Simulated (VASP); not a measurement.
# C in VASP: a series of runs, part 2 of 2

VASP 6.6.1.

## 5. Single point, PBE+D3(BJ)

This run uses another cell than the first one, of 74.14 Å³/atom, 1.038 times its volume.

INCAR

```
SYSTEM = C
PREC = Accurate ; ENCUT = 520
EDIFF = 1E-6 ; ISMEAR = 0
SIGMA = 0.1 ; LREAL = .FALSE.
LASPH = .TRUE. ; NELM = 100
ALGO = Normal ; ISIF = 2
LWAVE = .FALSE. ; LCHARG = .FALSE.
LDIPOL = .TRUE. ; IDIPOL = 3
DIPOL = 0.5 0.5 0.500 ; GGA = PE
IVDW = 12 ; NBANDS = 11
```

KPOINTS

```
regular mesh
0
G
  21 21 1
  0 0 0
```

POSCAR

```
C
1.0
    2.5660000000      0.0000000000      0.0000000000
   -1.2830000000      2.2222211861      0.0000000000
    0.0000000000      0.0000000000     26.0024170307
C
2
Direct
    0.6666666667      0.3333333333      0.5164792373
    0.3333333333      0.6666666667      0.4835207627
```

Potentials or basis: VASP PAW PBE potentials, release 64 (C).

Started as:

```bash
$ cat potpaw_PBE.64/C/POTCAR > POTCAR
$ mpirun -np 1 vasp_std > vasp.out
```

OUTCAR:

```text
SYSTEM = C
   PREC = Accurate
   ENCUT = 520
   EDIFF = 1E-6
   ISMEAR = 0
   LREAL = .FALSE.
   LASPH = .TRUE.
   NELM = 100
   ISIF = 2
   GGA = PE
   IVDW = 12
 IVDW          = 12

 ion  position               nearest neighbor table
   1  0.667  0.333  0.516-   2 1.71   2 1.71   2 1.71
   2  0.333  0.667  0.484-   1 1.71   1 1.71   1 1.71

  LATTYP: Found a hexagonal cell.
 ALAT       =     2.5660000000
 C/A-ratio  =    10.1334438935

  Lattice vectors:

 A1 = (   2.5660000000,   0.0000000000,   0.0000000000)
 A2 = (  -1.2830000000,   2.2222211861,   0.0000000000)
 A3 = (   0.0000000000,   0.0000000000,  26.0024170307)

Analysis of symmetry for initial positions (statically):
=====================================================================
 Subroutine PRICEL returns:
 Original cell was already a primitive cell.

 Routine SETGRP: Setting up the symmetry group for a
 hexagonal supercell.

 Subroutine GETGRP returns: Found 12 space group operations
 (whereof 12 operations were pure point group operations)
 out of a pool of 24 trial point group operations.

The static configuration has the point symmetry D_3d.

Analysis of symmetry for dynamics (positions and initial velocities):
=====================================================================
 Subroutine PRICEL returns:
 Original cell was already a primitive cell.

 Routine SETGRP: Setting up the symmetry group for a
 hexagonal supercell.

 Subroutine GETGRP returns: Found 12 space group operations
 (whereof 12 operations were pure point group operations)
 out of a pool of 24 trial point group operations.

The dynamic configuration has the point symmetry D_3d.

 Subroutine INISYM returns: Found 12 space group operations
 (whereof 12 operations are pure point group operations),
 and found     1 'primitive' translations

----------------------------------------------------------------------------------------

[... 126 lines left out ...]
  volume of cell :      148.27
 maximum number of plane-waves:      4021
 NGX is ok and might be reduce to    20
   NGX =  9   NGY =  9   NGZ = 97

 dipolmoment           0.000000      0.000000      0.000000 electrons x Angstroem

 number of electron       8.0000000 magnetization

 dipolmoment           0.000000      0.000000     -0.000000 electrons x Angstroem

 Free energy of the ion-electron system (eV)
  ---------------------------------------------------
  ext. energy  EPLUGINS =         0.00000000
  ---------------------------------------------------
  free energy    TOTEN  =       -12.68881859 eV

  energy without entropy =      -12.68102991  energy(sigma->0) =      -12.68492425

 E-fermi :  -4.1915     XC(G=0):  -1.7962

 val. band max:       -4.2202750101   @ k =   0.0952   0.0952   0.0000
 cond. band min:      -4.1745422127   @ k =   0.4286   0.0476   0.0000
 fundamental gap:      0.0457327973
 Fermi energy:        -4.1915293121

 k-point     1 :       0.0000    0.0000    0.0000
  band No.  band energies     occupation
      1     -20.5175      2.00000
      2     -10.5809      2.00000
      3      -3.9925      0.00487
      4      -3.0109      0.00000
      5      -3.0109      0.00000
      6       0.9247      0.00000
      7       1.0862      0.00000
      8       1.4347      0.00000
      9       1.6839      0.00000
     10       2.4540      0.00000
     11       2.9239      0.00000
[... 309 lines left out ...]
 k-point    24 :       0.1905    0.0952    0.0000
  band No.  band energies     occupation
      1     -19.0287      2.00000
      2      -9.2053      2.00000
      3      -7.6731      2.00000
      4      -5.3340      2.00000
      5      -3.2366      0.00000
      6       2.1958      0.00000
      7       2.8161      0.00000
      8       3.0641      0.00000
      9       3.4140      0.00000
     10       3.5985      0.00000
     11       3.9907      0.00000

 [... further k-points ...]

------------------------ aborting loop because EDIFF is reached ----------------------------------------

 vacuum level on the upper side and lower side of the slab       (xc-potential included)        -0.008        -0.008

 Edisp (eV)   -0.16840

 E8    (eV) :    -0.0527

  FORCE on cell =-STRESS in cart. coord.  units (eV):
  Direction    XX          YY          ZZ          XY          YZ          ZX
  --------------------------------------------------------------------------------------
  -------------------------------------------------------------------------------------
  Total      -1.67305    -1.67305    -8.40350     0.00000     0.00000    -0.00000
  in kB     -18.07846   -18.07846   -90.80566     0.00000     0.00000    -0.00000
  external pressure =      -42.32 kB  Pullay stress =        0.00 kB

 VOLUME and BASIS-vectors are now :
 -----------------------------------------------------------------------------
  energy-cutoff  :      520.00
  volume of cell :      148.27
      direct lattice vectors                 reciprocal lattice vectors
     2.566000000  0.000000000  0.000000000     0.389711613  0.225000105  0.000000000
    -1.283000000  2.222221186  0.000000000     0.000000000  0.450000210  0.000000000
     0.000000000  0.000000000 26.002417031     0.000000000  0.000000000  0.038457963

 POSITION                                       TOTAL-FORCE (eV/Angst)
 -----------------------------------------------------------------------------------
      1.28300      0.74074     13.42971         0.000000     -0.000000     -9.794492
     -0.00000      1.48148     12.57271        -0.000000      0.000000      9.794492
 -----------------------------------------------------------------------------------
    total drift:                                0.000000      0.000000     -0.000000

  FREE ENERGIE OF THE ION-ELECTRON SYSTEM (eV)
  ---------------------------------------------------
  free  energy   TOTEN  =       -12.8572165486 eV

  energy  without entropy=      -12.8494278723  energy(sigma->0) =      -12.85332221

 vacuum level on the upper side and lower side of the slab         1.123         1.123
```

stdout:

```text
POSCAR found type information on POSCAR C
 POSCAR found :  1 types and       2 ions
 scaLAPACK will be used
 LDA part: xc-table for (Slater+PW92), standard interpolation
 POSCAR, INCAR and KPOINTS ok, starting setup
 FFT: planning ... GRIDC
 FFT: planning ... GRID_SOFT
 FFT: planning ... GRID
 WAVECAR not read
 entering main loop
```

Wall time 48 s (1 thread of Intel Xeon 6975P-C (Granite Rapids), shared host); peak memory 0.27 GiB.

What came out:

```
Free energy                : -12.8572 eV
Largest force              : 9.794 eV/Å
Band gap on the k mesh     : zero (band 4 reaches -3.01 eV, above the bottom of band 5 at -4.82 eV)
Dispersion energy per atom : -0.084 eV
```

Forces in eV/Å, atoms in the order of the input:
```
C    0.000  0.000 -9.794
C    0.000  0.000  9.794
```

Levels at points of the mesh, in eV from the Fermi level:
| k point | band 1 | band 2 | band 3 | band 4 | band 5 | band 6 | band 7 | band 8 | band 9 |
| --- | --- | --- | --- | --- | --- | --- | --- | --- | --- |
| (0.00, 0.00, 0.00) | -16.33 | -6.39 | 0.20 | 1.18 | 1.18 | 5.12 | 5.28 | 5.63 | 5.88 |
